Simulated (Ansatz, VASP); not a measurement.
## WS2 in VASP and in Ansatz

```
W S
1.0
     3.20251    0.00000    0.00000
    -1.60126    2.77346    0.00000
     0.00000    0.00000   11.13571
W S
2 4
Direct
  0.33333 0.66667 0.25000
  0.66667 0.33333 0.75000
  0.33333 0.66667 0.61645
  0.66667 0.33333 0.11645
  0.33333 0.66667 0.88355
  0.66667 0.33333 0.38355
```

Alike in both runs: task single point; functional PBEsol; dispersion D3(BJ); k mesh 12 × 12 × 4; occupations gaussian, width 0.05 eV; no spin polarisation.

|  | VASP | Ansatz |
| --- | --- | --- |
| version | VASP 6.6.1 | Ansatz 0.2.0 |
| potentials or method | VASP PAW PBE potentials, release 64 (W_sv, S), cutoff 520 eV | scalar-relativistic, plane waves, PAW |
| valence electrons in the cell | 52 | 52 |

|  | VASP | Ansatz | Ansatz less VASP |
| --- | --- | --- | --- |
| gap on the k mesh at the Fermi level (eV) | 0.20 | 0.17 | -0.028 |
| least direct gap on the mesh (eV) | 1.39 | 1.39 | -0.004 |
| pressure (GPa) | 1.8 | 1.6 | -0.16 |
| traceless stress, the component that is largest in VASP (GPa) | 12.08 | 12.03 | -0.053 |
| rms of the force components (eV/Å) | 0.467 | 0.459 | -0.0079 |

VASP's potentials were made for PBE, not for PBEsol. Atom by atom the forces differ by 0.008 eV/Å (rms over components).

Neither program's run includes spin-orbit coupling.
